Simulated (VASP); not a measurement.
## GaSb: single point with LDA

Crystal: GaSb.

```
Ga Sb
1.0
    -2.62755    2.62755    1.53864
     2.62755   -2.62755    1.53864
     2.62755    2.62755   -1.53864
Ga Sb
1 1
Cartesian
  2.6275 0.0000 0.7693
  0.0000 0.0000 0.0000
```

```
Program                : VASP 6.6.1
Task                   : single point
Functional             : LDA
Potentials or basis    : VASP PAW LDA potentials, release 64 (Ga_d, Sb)
Cutoff                 : 520 eV
k mesh                 : 16 × 16 × 16
Occupations            : gaussian, width 0.15 eV
Spin                   : no spin polarisation
Dipole correction      : no
Further INCAR settings : ALGO = Normal; EDIFF = 1e-07; NBANDS = 16
```

* Pressure: 3.8 GPa
* Band gap on the k mesh: zero (bands 9 and 10 overlap by 5.61 eV)

Stress tensor (GPa, compression positive):
```
4.58 0.00 0.00
0.00 4.58 0.00
0.00 0.00 2.35
```

Levels at points of the mesh, in eV from the Fermi level:
| k point | band 6 | band 7 | band 8 | band 9 | band 10 | band 11 | band 12 | band 13 |
| --- | --- | --- | --- | --- | --- | --- | --- | --- |
| (0.00, 0.00, 0.00) | -12.96 | -2.48 | -2.13 | -2.13 | 3.31 | 5.54 | 7.81 | 7.81 |
| (0.50, 0.00, 0.00) | -8.69 | -6.31 | -2.51 | -1.82 | -1.33 | 2.22 | 3.59 | 5.67 |
| (0.50, 0.50, 0.00) | -11.16 | -8.86 | 0.09 | 1.80 | 2.61 | 2.68 | 4.86 | 6.61 |
| (0.50, 0.50, 0.50) | -9.60 | -6.29 | -5.72 | -5.72 | 3.51 | 4.87 | 11.77 | 11.77 |

Wall time 3.8 min on 1 thread of Intel(R) Xeon(R) Platinum 8488C (Sapphire Rapids), with other jobs on the host, peak memory 0.35 GiB.

Caveat: the cell stands under pressure; spin-orbit coupling is left out, which moves the levels of the heavy elements.
